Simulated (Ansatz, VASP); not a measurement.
# Two plane-wave programs on TePb

```
Te Pb
1.0
     0.00000    3.28629    3.28629
     3.28629    0.00000    3.28629
     3.28629    3.28629    0.00000
Te Pb
1 1
Direct
  0.50000 0.50000 0.50000
  0.00000 0.00000 0.00000
```

Alike in both runs: functional PBE; k mesh 8 × 8 × 8; occupations fermi-dirac, width 0.02 eV; no spin polarisation.

Ansatz relaxed the structure, and its values are those at the end. VASP's run is a single point on that final structure, the one shown.

|  | VASP | Ansatz |
| --- | --- | --- |
| version | VASP 6.6.1 | Ansatz 0.2.0 |
| potentials or method | VASP PAW PBE potentials, release 64 (Te, Pb_d), cutoff 520 eV | PAW plane waves |
| valence electrons in the cell | 20 | 30 |

|  | VASP | Ansatz | Ansatz less VASP |
| --- | --- | --- | --- |
| gap on the k mesh at the Fermi level (eV) | 0.84 | 0.84 | +0.002 |
| pressure (GPa) | -0.1 | 0.0 | +0.06 |

VASP's potentials hold 20 valence electrons a cell and Ansatz's 30, so a difference there can come from the potentials and not from the codes.

Spin-orbit coupling is off throughout.
